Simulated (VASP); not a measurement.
Crystal: Hf3B5.

```xyz
8
Lattice="-2.8669 2.8669 2.8669 2.8669 -2.8669 2.8669 2.8669 2.8669 -2.8669" Properties=species:S:1:pos:R:3 pbc="T T T"
Hf    2.8669    0.0000    0.0000
Hf    0.0000    0.0000    2.8669
Hf    0.0000    2.8669    0.0000
B     0.0000    0.0000    0.0000
B     1.4335    1.4335   -1.4335
B     1.4335   -1.4335    1.4335
B    -1.4335    1.4335    1.4335
B     1.4335    1.4335    1.4335
```

The cell was generated, and may not be a known phase.

```yaml
Program: VASP 6.6.1
Task: relaxation of cell and atoms
Functional: PBE
Potentials_or_basis: VASP PAW PBE potentials, release 64 (Hf_pv, B)
Cutoff: 600 eV
k_mesh: 10 × 10 × 10
Occupations: gaussian, width 0.1 eV
Spin: no spin polarisation
```

At the start: pressure 3.1 GPa; volume 11.78 Å³/atom.

**Question.** How do energy, volume and symmetry change on relaxing?

**Answer.** Over 3 steps the energy falls by 2.1 meV/atom and the volume is 12.00 Å³/atom (+1.8 %); space group Im-3m (No. 229, to 0.1 Å) before and after.

The path:
| step | energy change (eV) | largest force (eV/Å) | pressure (GPa) | volume (Å³) |
| --- | --- | --- | --- | --- |
| 1 | 0.0000 | 0.0000 | 3.14 | 94.26 |
| 2 | -0.0046 | 0.0000 | -2.50 | 97.45 |
| 3 | -0.0165 | 0.0000 | -0.01 | 95.96 |

Final structure:
```
Hf B
1.0
    -2.88411    2.88411    2.88411
     2.88411   -2.88411    2.88411
     2.88411    2.88411   -2.88411
Hf B
3 5
Cartesian
  2.8841 0.0000 0.0000
  0.0000 0.0000 2.8841
  0.0000 2.8841 0.0000
  0.0000 0.0000 0.0000
  1.4421 1.4421 -1.4421
  1.4421 -1.4421 1.4421
  -1.4421 1.4421 1.4421
  1.4421 1.4421 1.4421
```
